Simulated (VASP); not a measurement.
Ba3SbP:

```
Ba Sb P
1.0
     6.11318    0.00000    0.00000
     0.00000    6.11318    0.00000
     0.00000    0.00000    6.11318
Ba Sb P
3 1 1
Direct
  0.00000 0.50000 0.50000
  0.50000 0.00000 0.50000
  0.50000 0.50000 0.00000
  0.00000 0.00000 0.00000
  0.50000 0.50000 0.50000
```

Base run:

| Quantity | Value |
| --- | --- |
| Program | VASP 6.6.1 |
| Functional | r2SCAN |
| Potentials or basis | VASP PAW PBE potentials, release 64 (Ba_sv, Sb, P) |
| Cutoff | 550 eV |
| k mesh | 3 × 3 × 3 |
| Occupations | gaussian, width 0.01 eV |
| Spin | no spin polarisation |

Its results: band gap on the k mesh 0.75 eV; pressure -0.1 GPa.

Problem. The run is repeated on the same cell with these changes: functional from r2SCAN to revPBE; cutoff from 550 eV to 500 eV. What comes out?

Solution. Band gap on the k mesh 0.38 eV; pressure 0.7 GPa.

Caveats: semilocal functionals underestimate gaps, and a narrow one can read as zero; the PAW data sets were made with another functional, which shifts forces and pressure a little; spin-orbit coupling is left out, which moves the levels of the heavy elements; an odd mesh through Γ misses points on the zone boundary, where band edges can lie.
